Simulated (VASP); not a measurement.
# Hg (P6/mmm) in VASP: relaxation of cell and atoms with PBE

Aim: the relaxation of cell and atoms of Hg with PBE.

All numbers are computed with VASP 6.6.1; they aren't measurements. Logs are shortened: lines on timing, memory, paths and dates and some standing lists are left out, and cuts for length are marked.

### 1 The cell of the first run

Symmetry: P6/mmm, No. 191, hexagonal system. The conventional cell has a = 5.467 Å, b = 5.467 Å, c = 3.185 Å, α = 90.00°, β = 90.00°, γ = 120.00°. Within 4.2 Å of Hg (site symmetry -6m2) lie 11 Hg at 3.16 to 3.54 Å. Hg (site symmetry 6/mmm) has 14 Hg at 3.19 to 3.54 Å within 4.2 Å.

### 2 Relaxation of cell and atoms, PBE

INCAR

```
SYSTEM = Hg
ALGO     = Normal         ! electronic algorithm
EDIFF    = 1E-7           ! SCF threshold, eV
EDIFFG   = -0.005         ! ionic threshold
ENCUT    = 500            ! plane-wave cutoff, eV
GGA      = PE             ! functional
GGA_COMPAT= .FALSE.      
IBRION   = 2              ! ionic algorithm
ISIF     = 3              ! what is computed and relaxed
ISMEAR   = 0              ! smearing method
LASPH    = .TRUE.         ! aspherical terms in the spheres
LCHARG   = .FALSE.        ! write CHGCAR
LREAL    = .FALSE.        ! projectors in reciprocal space
LWAVE    = .FALSE.        ! write WAVECAR
NELM     = 120            ! most SCF steps
NELMIN   = 4            
NSW      = 100            ! ionic steps
PREC     = Accurate       ! precision mode
SIGMA    = 0.1            ! smearing width, eV
```

KPOINTS

```
k-points
0
G
  9 9 14
  0 0 0
```

POSCAR

```
Hg
1.0
    5.4666964342      0.0000000000      0.0000000000
   -2.7333482171      4.7342979868      0.0000000000
    0.0000000000      0.0000000000      3.1852178100
Hg
3
Direct
    0.3333333300      0.6666666700      0.5000000000
    0.6666666700      0.3333333300      0.5000000000
    0.0000000000      0.0000000000      0.0000000000
```

Potentials or basis: VASP PAW PBE potentials, release 64 (Hg_sv_GW).

Launch:

```
$ cat potpaw_PBE.64/Hg_sv_GW/POTCAR > POTCAR
$ mpirun -np 1 vasp_std > vasp.out
```

OUTCAR:

```text
SYSTEM = Hg
   EDIFF = 1E-7
   EDIFFG = -0.005
   ENCUT = 500
   GGA = PE
   IBRION = 2
   ISIF = 3
   ISMEAR = 0
   LASPH = .TRUE.
   LREAL = .FALSE.
   NELM = 120
   NELMIN = 4
   NSW = 100
   PREC = Accurate

 ion  position               nearest neighbor table
   1  0.333  0.667  0.500-   2 3.16   2 3.16   2 3.16
   2  0.667  0.333  0.500-   1 3.16   1 3.16   1 3.16
   3  0.000  0.000  0.000-

  LATTYP: Found a hexagonal cell.
 ALAT       =     5.4666964342
 C/A-ratio  =     0.5826586218

  Lattice vectors:

 A1 = (   5.4666964342,   0.0000000000,   0.0000000000)
 A2 = (  -2.7333482171,   4.7342979868,   0.0000000000)
 A3 = (   0.0000000000,   0.0000000000,   3.1852178100)

Analysis of symmetry for initial positions (statically):
=====================================================================
 Subroutine PRICEL returns:
 Original cell was already a primitive cell.

 Routine SETGRP: Setting up the symmetry group for a
 hexagonal supercell.

 Subroutine GETGRP returns: Found 24 space group operations
 (whereof 24 operations were pure point group operations)
 out of a pool of 24 trial point group operations.

The static configuration has the point symmetry D_6h.

Analysis of symmetry for dynamics (positions and initial velocities):
=====================================================================
 Subroutine PRICEL returns:
 Original cell was already a primitive cell.

 Routine SETGRP: Setting up the symmetry group for a
 hexagonal supercell.

 Subroutine GETGRP returns: Found 24 space group operations
 (whereof 24 operations were pure point group operations)
 out of a pool of 24 trial point group operations.

The dynamic configuration has the point symmetry D_6h.

 Subroutine INISYM returns: Found 24 space group operations
 (whereof 24 operations are pure point group operations),
 and found     1 'primitive' translations

----------------------------------------------------------------------------------------

                                     Primitive cell

  volume of cell :      82.4365

  direct lattice vectors                    reciprocal lattice vectors
     5.466696434  0.000000000  0.000000000     0.182925833  0.105612279  0.000000000
    -2.733348217  4.734297987  0.000000000     0.000000000  0.211224558  0.000000000
     0.000000000  0.000000000  3.185217810     0.000000000  0.000000000  0.313950273

  length of vectors
     5.466696434  5.466696434  3.185217810     0.211224558  0.211224558  0.313950273

  position of ions in fractional coordinates (direct lattice)
     0.333333330  0.666666670  0.500000000
     0.666666670  0.333333330  0.500000000
     0.000000000  0.000000000  0.000000000

  ion indices of the primitive-cell ions
   primitive index   ion index
                 1           1
                 2           2
                 3           3

----------------------------------------------------------------------------------------

 KPOINTS: k-points

Automatic generation of k-mesh.
 Grid dimensions read from file:
 generate k-points for:    9    9   14

 Generating k-lattice:

  Cartesian coordinates                     Fractional coordinates (reciprocal lattice)
     0.020325093  0.011734698  0.000000000     0.111111111  0.000000000  0.000000000
     0.000000000  0.023469395  0.000000000     0.000000000  0.111111111  0.000000000
     0.000000000  0.000000000  0.022425019     0.000000000  0.000000000  0.071428571

  Length of vectors
     0.023469395  0.023469395  0.022425019

  Shift w.r.t. Gamma in fractional coordinates (k-lattice)
     0.000000000  0.000000000  0.000000000

 Subroutine IBZKPT returns following result:
 ===========================================

 Found     96 irreducible k-points:

 Following reciprocal coordinates:
            Coordinates               Weight
  0.000000  0.000000  0.000000      1.000000
  0.111111 -0.000000  0.000000      6.000000
  0.222222 -0.000000  0.000000      6.000000
  0.333333 -0.000000  0.000000      6.000000
  0.444444 -0.000000  0.000000      6.000000
  0.111111  0.111111  0.000000      6.000000
[... 16 lines left out ...]
  0.333333  0.222222  0.071429     24.000000
  0.333333  0.333333  0.071429      4.000000
 [... further k-points ...]
   k-points           NKPTS =     96   k-points in BZ     NKDIM =     96   number of bands    NBANDS=     36
   number of dos      NEDOS =    301   number of ions     NIONS =      3
   total plane-waves  NPLWV =  38400
   dimension x,y,z NGX =    40 NGY =   40 NGZ =   24
   dimension x,y,z NGXF=    80 NGYF=   80 NGZF=   48
   ions per type =               3
   NGX,Y,Z   is equivalent  to a cutoff of  12.16, 12.16, 12.53 a.u.
   NGXF,Y,Z  is equivalent  to a cutoff of  24.33, 24.33, 25.05 a.u.
 SYSTEM =  Hg
   PREC   = accura    normal or accurate (medium, high low for compatibility)
   ISTART =      0    job   : 0-new  1-cont  2-samecut
   ICHARG =      2    charge: 1-file 2-atom 10-const
   ISPIN  =      1    spin polarized calculation?
   LNONCOLLINEAR =      F non collinear calculations
   LSORBIT =      F    spin-orbit coupling
   LASPH  =      T    aspherical Exc in radial PAW
   ENCUT  =  500.0 eV  36.75 Ry    6.06 a.u.   9.97  9.97  5.81*2*pi/ulx,y,z
   NELM   =    120;   NELMIN=  4; NELMDL= -5     # of ELM steps
   EDIFF  = 0.1E-06   stopping-criterion for ELM
   LREAL  =      F    real-space projection
   EDIFFG = -.5E-02   stopping-criterion for IOM
   NSW    =    100    number of steps for IOM
   IBRION =      2    ionic relax: 0-MD 1-quasi-New 2-CG
   NFREE  =      1    steps in history (QN), initial steepest desc. (CG)
   ISIF   =      3    stress and relaxation
   ISYM   =      2    0-nonsym 1-usesym 2-fastsym
   POTIM  = 0.5000    time-step for ionic-motion
   TEBEG  =    0.0;   TEEND  =   0.0 temperature during run
   PSTRESS=    0.0 pullay stress
   NELECT =      60.0000    total number of electrons
   NUPDOWN=      -1.0000    fix difference up-down
   EMIN   =  10.00;   EMAX   =-10.00  energy-range for DOS
   EFERMI =   0.00;   METHOD = LEGACY
   ISMEAR =     0;   SIGMA  =   0.10  broadening in eV -4-tet -1-fermi 0-gaus
   EFERMI_NEDOS =   21; number of points for ismear=-14 and -15
   IALGO  =     38    algorithm
   IMIX   =      4    mixing-type and parameters
     AMIX     =   0.40;   BMIX     =  1.00
     AMIX_MAG =   1.60;   BMIX_MAG =  1.00
  volume/ion in A,a.u.               =      27.48       185.44
  Fermi-wavevector in a.u.,A,eV,Ry     =   1.472602  2.782814 29.505000  2.168556
  Thomas-Fermi vector in A             =   2.587597
   LORBIT       =      0    0 simple, 1 ext, 2 COOP (PROOUT), +10 PAW based schemes
   GGA     = PE    functional components
   LHFCALC =     F    Hartree Fock is set to
   AEXX    =    0.0000 exact exchange contribution
   IVDW    =     0    specifies the selected vdW correction
   LEPSILON=     F    determine dielectric tensor
   LRPA    =     F    only Hartree local field effects (RPA)
 conjugate gradient relaxation of ions
 non-spin polarized calculation
 Gauss-broadening in eV      SIGMA  =   0.10
  energy-cutoff  :      500.00
  volume of cell :       82.44
 maximum number of plane-waves:      2112
 NGX is ok and might be reduce to    40
   NGX = 19   NGY = 19   NGZ = 11

--------------------------------------- Ionic step        1  -------------------------------------------

 number of electron      60.0000017 magnetization

 Free energy of the ion-electron system (eV)
  ---------------------------------------------------
  ext. energy  EPLUGINS =         0.00000000
  ---------------------------------------------------
  free energy    TOTEN  =        -0.54657022 eV

  energy without entropy =       -0.54432505  energy(sigma->0) =       -0.54544764

------------------------ aborting loop because EDIFF is reached ----------------------------------------

  FORCE on cell =-STRESS in cart. coord.  units (eV):
  Direction    XX          YY          ZZ          XY          YZ          ZX
  --------------------------------------------------------------------------------------
  -------------------------------------------------------------------------------------
  Total       -0.1888777     -0.1888777      0.0143108      0.0000000      0.0000000     -0.0000000
  in kB       -3.6708914     -3.6708914      0.2781336      0.0000000      0.0000000     -0.0000000
  external PRESSURE =      -2.3545497 kB  Pullay stress =       0.0000000 kB

 VOLUME and BASIS-vectors are now :
 -----------------------------------------------------------------------------
  energy-cutoff  :      500.00
  volume of cell :       82.44
      direct lattice vectors                 reciprocal lattice vectors
     5.466696434  0.000000000  0.000000000     0.182925833  0.105612279  0.000000000
    -2.733348217  4.734297987  0.000000000     0.000000000  0.211224558  0.000000000
     0.000000000  0.000000000  3.185217810     0.000000000  0.000000000  0.313950273
[... 112 lines left out ...]
 POSITION                                       TOTAL-FORCE (eV/Angst)
 -----------------------------------------------------------------------------------
     -0.00000      3.13709      1.59575         0.000000     -0.000000      0.000000
      2.71680      1.56855      1.59575        -0.000000      0.000000     -0.000000
      0.00000     -0.00000      0.00000        -0.000000      0.000000     -0.000000
 -----------------------------------------------------------------------------------
    total drift:                                0.000000     -0.000000      0.000000

  FREE ENERGIE OF THE ION-ELECTRON SYSTEM (eV)
  ---------------------------------------------------
  free  energy   TOTEN  =        -0.5477540391 eV

  energy  without entropy=       -0.5457287489  energy(sigma->0) =       -0.54674139

--------------------------------------- Ionic step        5  -------------------------------------------

 number of electron      60.0000012 magnetization

 Free energy of the ion-electron system (eV)
  ---------------------------------------------------
  ext. energy  EPLUGINS =         0.00000000
  ---------------------------------------------------
  free energy    TOTEN  =        -0.54780203 eV

  energy without entropy =       -0.54573841  energy(sigma->0) =       -0.54677022

 E-fermi :   4.6015     XC(G=0): -10.4708

 val. band max:        4.5154530155   @ k =   0.3333  -0.0000   0.1429
 cond. band min:       4.6212349804   @ k =   0.2222  -0.0000   0.0000
 fundamental gap:      0.1057819649
 Fermi energy:         4.6015245903

 k-point     1 :       0.0000    0.0000    0.0000
  band No.  band energies     occupation
      1    -110.1110      2.00000
      2    -110.1101      2.00000
      3    -109.9535      2.00000
      4     -58.4631      2.00000
      5     -58.4631      2.00000
      6     -58.4450      2.00000
[... 925 lines left out ...]
     35      13.9951      0.00000
     36      14.2445      0.00000

 [... further k-points ...]

------------------------ aborting loop because EDIFF is reached ----------------------------------------

  FORCE on cell =-STRESS in cart. coord.  units (eV):
  Direction    XX          YY          ZZ          XY          YZ          ZX
  --------------------------------------------------------------------------------------
  -------------------------------------------------------------------------------------
  Total        0.0023663      0.0023663      0.0109043      0.0000000      0.0000000      0.0000000
  in kB        0.0464084      0.0464084      0.2138580      0.0000000      0.0000000      0.0000000
  external PRESSURE =       0.1022249 kB  Pullay stress =       0.0000000 kB

 VOLUME and BASIS-vectors are now :
 -----------------------------------------------------------------------------
  energy-cutoff  :      500.00
  volume of cell :       81.69
      direct lattice vectors                 reciprocal lattice vectors
     5.432051061 -0.000000000 -0.000000000     0.184092526  0.106285869 -0.000000000
    -2.716025530  4.704294213 -0.000000000     0.000000000  0.212571739 -0.000000000
     0.000000000  0.000000000  3.196860662     0.000000000  0.000000000  0.312806877

 POSITION                                       TOTAL-FORCE (eV/Angst)
 -----------------------------------------------------------------------------------
     -0.00000      3.13620      1.59843        -0.000000      0.000000     -0.000000
      2.71603      1.56810      1.59843         0.000000     -0.000000      0.000000
      0.00000     -0.00000      0.00000         0.000000     -0.000000      0.000000
 -----------------------------------------------------------------------------------
    total drift:                                0.000000     -0.000000      0.000000

  FREE ENERGIE OF THE ION-ELECTRON SYSTEM (eV)
  ---------------------------------------------------
  free  energy   TOTEN  =        -0.5478020314 eV

  energy  without entropy=       -0.5457384062  energy(sigma->0) =       -0.54677022

 reached required accuracy - stopping structural energy minimisation
```

Wall time 6.8 min (1 thread of AMD EPYC 9R45 (Zen 5), shared host); peak memory 0.34 GiB.

What came out:

* Free energy: -0.5478 eV
* Relaxed volume: 27.23 Å³/atom
* Relaxed cell: a = 5.432 Å, b = 5.432 Å, c = 3.197 Å, α = 90.00°, β = 90.00°, γ = 120.00°
* Space group after relaxing (to 0.1 Å): P6/mmm (No. 191)
* Energy gained by relaxing: 0.4 meV/atom
* Ionic steps: 5
* Pressure after relaxing: 0.0 GPa
* Band gap on the k mesh: zero (bands 30 and 31 overlap by 2.98 eV)

The path:
```tsv
step	energy change (eV)	largest force (eV/Å)	pressure (GPa)	volume (Å³)
1	0.0000	0.0000	-0.24	82.44
2	-0.0008	0.0000	-0.08	81.96
3	-0.0011	0.0000	0.06	81.52
4	-0.0012	0.0000	0.03	81.60
5	-0.0012	0.0000	0.01	81.69
```

Final structure:
```xyz
3
Lattice="5.4321 0.0000 0.0000 -2.7160 4.7043 0.0000 0.0000 0.0000 3.1969" Properties=species:S:1:pos:R:3 pbc="T T T"
Hg    0.0000    3.1362    1.5984
Hg    2.7160    1.5681    1.5984
Hg    0.0000    0.0000    0.0000
```

Levels at points of the mesh, in eV from the Fermi level:
```tsv
k point	band 28	band 29	band 30	band 31	band 32	band 33
(0.00, 0.00, 0.00)	-5.76	-1.43	-1.06	1.80	1.80	1.87
(0.00, 0.00, 0.50)	-3.26	-2.72	2.05	2.96	3.20	3.61
```

Caveat: spin-orbit coupling is left out, which moves the levels of the heavy elements.

The gap in the log of VASP goes by the Fermi energy; the results here count the filled bands.